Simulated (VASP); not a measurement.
# GePt (F-43m) in VASP: further runs

Runs on GePt. Level: PBE. Tasks: relaxation of cell and atoms, single point.

All numbers are computed with VASP 6.6.1; they aren't measurements. Logs are shortened: lines on timing, memory, paths and dates and some standing lists are left out, and cuts for length are marked.

### 1 The cell of the first run

The structure is cubic, space group F-43m (No. 216). Conventional cell: a = 5.119 Å, b = 5.119 Å, c = 5.119 Å, α = 90.00°, β = 90.00°, γ = 90.00°. Ge (site symmetry -43m) has 4 Pt at 2.22 Å within 2.9 Å. Pt (site symmetry -43m) has 4 Ge at 2.22 Å within 2.9 Å.

### 2 Relaxation of cell and atoms, PBE

The input, INCAR:

```
PREC = Accurate
ENCUT = 600
EDIFF = 1E-6
ISMEAR = 0
SIGMA = 0.1
LREAL = F
LASPH = T
NELM = 60
ALGO = Normal
ISIF = 3
LWAVE = F
LCHARG = F
GGA = PE
IBRION = 2
NSW = 90
EDIFFG = -0.04
```

The input, KPOINTS:

```
regular mesh
0
Gamma
  6 6 6
```

The input, POSCAR:

```
GePt
1.0
    0.0000000000      2.5594838200      2.5594838200
    2.5594838200      0.0000000000      2.5594838200
    2.5594838200      2.5594838200      0.0000000000
Ge Pt
1 1
Direct
    0.0000000000      0.0000000000      0.0000000000
    0.7500000000      0.7500000000      0.7500000000
```

Potentials or basis: VASP PAW PBE potentials, release 64 (Ge_d, Pt).

Started as:

```sh
> cat potpaw_PBE.64/Ge_d/POTCAR potpaw_PBE.64/Pt/POTCAR > POTCAR
> mpirun -np 1 vasp_std > vasp.out
```

OUTCAR:

```text
PREC = Accurate
   ENCUT = 600
   EDIFF = 1E-6
   ISMEAR = 0
   LREAL = F
   LASPH = T
   NELM = 60
   ISIF = 3
   GGA = PE
   IBRION = 2
   NSW = 90
   EDIFFG = -0.04

 ion  position               nearest neighbor table
   1  0.000  0.000  0.000-   2 2.22   2 2.22   2 2.22   2 2.22
   2  0.750  0.750  0.750-   1 2.22   1 2.22   1 2.22   1 2.22

  LATTYP: Found a face centered cubic cell.
 ALAT       =     5.1189676400

  Lattice vectors:

 A1 = (   0.0000000000,   2.5594838200,   2.5594838200)
 A2 = (   2.5594838200,   0.0000000000,   2.5594838200)
 A3 = (   2.5594838200,   2.5594838200,   0.0000000000)

Analysis of symmetry for initial positions (statically):
=====================================================================
 Subroutine PRICEL returns:
 Original cell was already a primitive cell.

 Routine SETGRP: Setting up the symmetry group for a
 face centered cubic supercell.

 Subroutine GETGRP returns: Found 24 space group operations
 (whereof 24 operations were pure point group operations)
 out of a pool of 48 trial point group operations.

The static configuration has the point symmetry T_d .

Analysis of symmetry for dynamics (positions and initial velocities):
=====================================================================
 Subroutine PRICEL returns:
 Original cell was already a primitive cell.

 Routine SETGRP: Setting up the symmetry group for a
 face centered cubic supercell.

 Subroutine GETGRP returns: Found 24 space group operations
 (whereof 24 operations were pure point group operations)
 out of a pool of 48 trial point group operations.

The dynamic configuration has the point symmetry T_d .

 Subroutine INISYM returns: Found 24 space group operations
 (whereof 24 operations are pure point group operations),
 and found     1 'primitive' translations

----------------------------------------------------------------------------------------

                                     Primitive cell

  volume of cell :      33.5341

  direct lattice vectors                    reciprocal lattice vectors
     0.000000000  2.559483820  2.559483820    -0.195351889  0.195351889  0.195351889
     2.559483820  0.000000000  2.559483820     0.195351889 -0.195351889  0.195351889
     2.559483820  2.559483820  0.000000000     0.195351889  0.195351889 -0.195351889

  length of vectors
     3.619656731  3.619656731  3.619656731     0.338359398  0.338359398  0.338359398

  position of ions in fractional coordinates (direct lattice)
     0.000000000  0.000000000  0.000000000
     0.750000000  0.750000000  0.750000000

  ion indices of the primitive-cell ions
   primitive index   ion index
                 1           1
                 2           2

----------------------------------------------------------------------------------------

 KPOINTS: regular mesh

Automatic generation of k-mesh.
 Grid dimensions read from file:
 generate k-points for:    6    6    6

 Generating k-lattice:

  Cartesian coordinates                     Fractional coordinates (reciprocal lattice)
    -0.032558648  0.032558648  0.032558648     0.166666667  0.000000000  0.000000000
     0.032558648 -0.032558648  0.032558648     0.000000000  0.166666667  0.000000000
     0.032558648  0.032558648 -0.032558648     0.000000000  0.000000000  0.166666667

  Length of vectors
     0.056393233  0.056393233  0.056393233

  Shift w.r.t. Gamma in fractional coordinates (k-lattice)
     0.000000000  0.000000000  0.000000000

 Subroutine IBZKPT returns following result:
 ===========================================

 Found     16 irreducible k-points:

 Following reciprocal coordinates:
            Coordinates               Weight
  0.000000  0.000000  0.000000      1.000000
  0.166667  0.000000  0.000000      8.000000
  0.333333  0.000000  0.000000      8.000000
  0.500000  0.000000  0.000000      4.000000
  0.166667  0.166667  0.000000      6.000000
  0.333333  0.166667  0.000000     24.000000
[... 8 lines left out ...]
 -0.333333  0.333333  0.166667     24.000000
 -0.333333  0.500000  0.166667     12.000000
   k-points           NKPTS =     16   k-points in BZ     NKDIM =     16   number of bands    NBANDS=     16
   number of dos      NEDOS =    301   number of ions     NIONS =      2
   total plane-waves  NPLWV =  27000
   dimension x,y,z NGX =    30 NGY =   30 NGZ =   30
   dimension x,y,z NGXF=    60 NGYF=   60 NGZF=   60
   ions per type =               1   1
   NGX,Y,Z   is equivalent  to a cutoff of  13.78, 13.78, 13.78 a.u.
   NGXF,Y,Z  is equivalent  to a cutoff of  27.56, 27.56, 27.56 a.u.
 SYSTEM =  unknown system
   PREC   = accura    normal or accurate (medium, high low for compatibility)
   ISTART =      0    job   : 0-new  1-cont  2-samecut
   ICHARG =      2    charge: 1-file 2-atom 10-const
   ISPIN  =      1    spin polarized calculation?
   LNONCOLLINEAR =      F non collinear calculations
   LSORBIT =      F    spin-orbit coupling
   LASPH  =      T    aspherical Exc in radial PAW
   ENCUT  =  600.0 eV  44.10 Ry    6.64 a.u.   7.23  7.23  7.23*2*pi/ulx,y,z
   NELM   =     60;   NELMIN=  2; NELMDL= -5     # of ELM steps
   EDIFF  = 0.1E-05   stopping-criterion for ELM
   LREAL  =      F    real-space projection
   EDIFFG = -.4E-01   stopping-criterion for IOM
   NSW    =     90    number of steps for IOM
   IBRION =      2    ionic relax: 0-MD 1-quasi-New 2-CG
   NFREE  =      1    steps in history (QN), initial steepest desc. (CG)
   ISIF   =      3    stress and relaxation
   ISYM   =      2    0-nonsym 1-usesym 2-fastsym
   POTIM  = 0.5000    time-step for ionic-motion
   TEBEG  =    0.0;   TEEND  =   0.0 temperature during run
   PSTRESS=    0.0 pullay stress
   NELECT =      24.0000    total number of electrons
   NUPDOWN=      -1.0000    fix difference up-down
   EMIN   =  10.00;   EMAX   =-10.00  energy-range for DOS
   EFERMI =   0.00;   METHOD = LEGACY
   ISMEAR =     0;   SIGMA  =   0.10  broadening in eV -4-tet -1-fermi 0-gaus
   EFERMI_NEDOS =   21; number of points for ismear=-14 and -15
   IALGO  =     38    algorithm
   IMIX   =      4    mixing-type and parameters
     AMIX     =   0.40;   BMIX     =  1.00
     AMIX_MAG =   1.60;   BMIX_MAG =  1.00
  volume/ion in A,a.u.               =      16.77       113.15
  Fermi-wavevector in a.u.,A,eV,Ry     =   1.464366  2.767250 29.175880  2.144367
  Thomas-Fermi vector in A             =   2.580350
   LORBIT       =      0    0 simple, 1 ext, 2 COOP (PROOUT), +10 PAW based schemes
   GGA     = PE    functional components
   LHFCALC =     F    Hartree Fock is set to
   AEXX    =    0.0000 exact exchange contribution
   IVDW    =     0    specifies the selected vdW correction
   LEPSILON=     F    determine dielectric tensor
   LRPA    =     F    only Hartree local field effects (RPA)
 conjugate gradient relaxation of ions
 non-spin polarized calculation
 Gauss-broadening in eV      SIGMA  =   0.10
  energy-cutoff  :      600.00
  volume of cell :       33.53
 maximum number of plane-waves:      1139
 NGX is ok and might be reduce to    30
   NGX = 15   NGY = 15   NGZ = 15

--------------------------------------- Ionic step        1  -------------------------------------------

 number of electron      24.0000008 magnetization

 Free energy of the ion-electron system (eV)
  ---------------------------------------------------
  ext. energy  EPLUGINS =         0.00000000
  ---------------------------------------------------
  free energy    TOTEN  =        -9.46823572 eV

  energy without entropy =       -9.46489538  energy(sigma->0) =       -9.46656555

------------------------ aborting loop because EDIFF is reached ----------------------------------------

  FORCE on cell =-STRESS in cart. coord.  units (eV):
  Direction    XX          YY          ZZ          XY          YZ          ZX
  --------------------------------------------------------------------------------------
  -------------------------------------------------------------------------------------
  Total       12.1542967     12.1542967     12.1542967     -0.0000000     -0.0000000     -0.0000000
  in kB      580.7019100    580.7019100    580.7019100     -0.0000000     -0.0000000     -0.0000000
  external PRESSURE =     580.7019100 kB  Pullay stress =       0.0000000 kB
[... 21 lines left out ...]
  energy  without entropy=       -9.4648953811  energy(sigma->0) =       -9.46656555

--------------------------------------- Ionic step        2  -------------------------------------------

 number of electron      23.9999985 magnetization

 E-fermi :   1.4683     XC(G=0):  -8.1004

 val. band max:        1.4554999498   @ k =  -0.3333   0.5000   0.1667
 cond. band min:       1.5078617617   @ k =  -0.1667   0.1667   0.0000
 fundamental gap:      0.0523618120
 Fermi energy:         1.4682707628

 k-point     1 :       0.0000    0.0000    0.0000
  band No.  band energies     occupation
      1     -23.3904      2.00000
      2     -23.3904      2.00000
      3     -23.3904      2.00000
      4     -23.3876      2.00000
      5     -23.3876      2.00000
      6      -7.0439      2.00000
[... 8 lines left out ...]
     15       4.5762      0.00000
     16       7.6224      0.00000
[... 388 lines left out ...]
  energy  without entropy=      -10.9647292608  energy(sigma->0) =      -10.96829633

--------------------------------------- Ionic step        5  -------------------------------------------

 number of electron      24.0000017 magnetization

 Free energy of the ion-electron system (eV)
  ---------------------------------------------------
  ext. energy  EPLUGINS =         0.00000000
  ---------------------------------------------------
  free energy    TOTEN  =       -10.97467667 eV

  energy without entropy =      -10.96703313  energy(sigma->0) =      -10.97085490

 E-fermi :   5.6172     XC(G=0): -10.4451

 val. band max:        5.5966618885   @ k =   0.3333   0.3333   0.0000
 cond. band min:       5.6942019273   @ k =   0.5000   0.5000   0.0000
 fundamental gap:      0.0975400388
 Fermi energy:         5.6172407262

 k-point     1 :       0.0000    0.0000    0.0000
  band No.  band energies     occupation
      1     -19.1648      2.00000
      2     -19.1648      2.00000
      3     -19.1648      2.00000
      4     -19.1427      2.00000
      5     -19.1427      2.00000
      6      -5.3181      2.00000
[... 8 lines left out ...]
     15      11.0834      0.00000
     16      12.9406      0.00000
[... 312 lines left out ...]
  FREE ENERGIE OF THE ION-ELECTRON SYSTEM (eV)
  ---------------------------------------------------
  free  energy   TOTEN  =       -10.9746766662 eV

  energy  without entropy=      -10.9670331338  energy(sigma->0) =      -10.97085490

 reached required accuracy - stopping structural energy minimisation
```

It took 32 s on 1 thread of AMD EPYC 9R45 (Zen 5), shared host; peak memory 0.15 GiB.

Results:

| Item | Value |
| --- | --- |
| Free energy | -10.9747 eV |
| Relaxed volume | 22.32 Å³/atom |
| Relaxed cell | a = 3.982 Å, b = 3.982 Å, c = 3.982 Å, α = 60.00°, β = 60.00°, γ = 60.00° |
| Space group after relaxing (to 0.05 Å) | F-43m (No. 216) |
| Energy gained by relaxing | 753.2 meV/atom |
| Ionic steps | 5 |
| Pressure after relaxing | 0.0 GPa |
| Band gap on the k mesh | zero (band 12 reaches 9.72 eV, above the bottom of band 13 at 4.77 eV) |

Step by step:
| step | energy change (eV) | largest force (eV/Å) | pressure (GPa) | volume (Å³) |
| --- | --- | --- | --- | --- |
| 1 | 0.0000 | 0.0000 | 58.07 | 33.53 |
| 2 | 0.4580 | 0.0000 | -13.28 | 72.52 |
| 3 | -1.4879 | 0.0000 | -3.41 | 46.31 |
| 4 | -1.5036 | 0.0000 | -1.33 | 45.25 |
| 5 | -1.5064 | 0.0000 | 0.03 | 44.63 |

Final structure:
```
Ge Pt
1.0
     0.00000    2.81535    2.81535
     2.81535    0.00000    2.81535
     2.81535    2.81535    0.00000
Ge Pt
1 1
Direct
  0.00000 0.00000 0.00000
  0.75000 0.75000 0.75000
```

Caveat: the volume moved by over 15 % at a fixed basis, so the end points are rough; spin-orbit coupling is left out, which moves the levels of the heavy elements.

### 3 Single point, PBE

This run uses another cell than the first one, of 22.28 Å³/atom, 1.329 times its volume.

The input, INCAR:

```
PREC = Accurate
ENCUT = 520
EDIFF = 1E-7
ISMEAR = 0
SIGMA = 0.1
LREAL = False
LASPH = True
NELM = 60
ALGO = Normal
ISIF = 2
LWAVE = False
LCHARG = False
GGA = PE
NBANDS = 19
```

The input, KPOINTS:

```
Automatic mesh
0
Gamma
  18 18 18
```

The input, POSCAR:

```
GePt
1.0
    0.0000000000      2.8138738500      2.8138738500
    2.8138738500      0.0000000000      2.8138738500
    2.8138738500      2.8138738500      0.0000000000
Ge Pt
1 1
Direct
    0.0000000000      0.0000000000      0.0000000000
    0.2500000000      0.2500000000      0.2500000000
```

Potentials or basis: VASP PAW PBE potentials, release 64 (Ge_d, Pt).

Started as:

```sh
> cat potpaw_PBE.64/Ge_d/POTCAR potpaw_PBE.64/Pt/POTCAR > POTCAR
> mpirun -np 1 vasp_std > vasp.out
```

Run time: 86 s. Hardware: 1 thread of AMD EPYC 9R45 (Zen 5), shared host; peak memory 0.27 GiB.

Results (log left out):

```yaml
Free_energy: -11.0034 eV
Pressure: 0.0 GPa
Band_gap_on_the_k_mesh: zero (band 12 reaches 9.75 eV, above the bottom of band 13 at 4.42 eV)
```

Levels at points of the mesh, in eV from the Fermi level:
```tsv
k point	band 8	band 9	band 10	band 11	band 12	band 13	band 14	band 15	band 16	band 17
(0.00, 0.00, 0.00)	-4.55	-4.55	-2.97	-2.97	4.31	5.67	5.67	5.67	7.52	7.52
(0.50, 0.00, 0.00)	-4.24	-4.24	-2.79	-2.79	-2.36	3.07	3.07	5.12	9.07	9.07
(0.50, 0.50, 0.00)	-3.30	-3.30	-2.66	-2.64	-2.13	0.27	0.27	5.96	6.06	13.74
```

Caveat: spin-orbit coupling is left out, which moves the levels of the heavy elements.
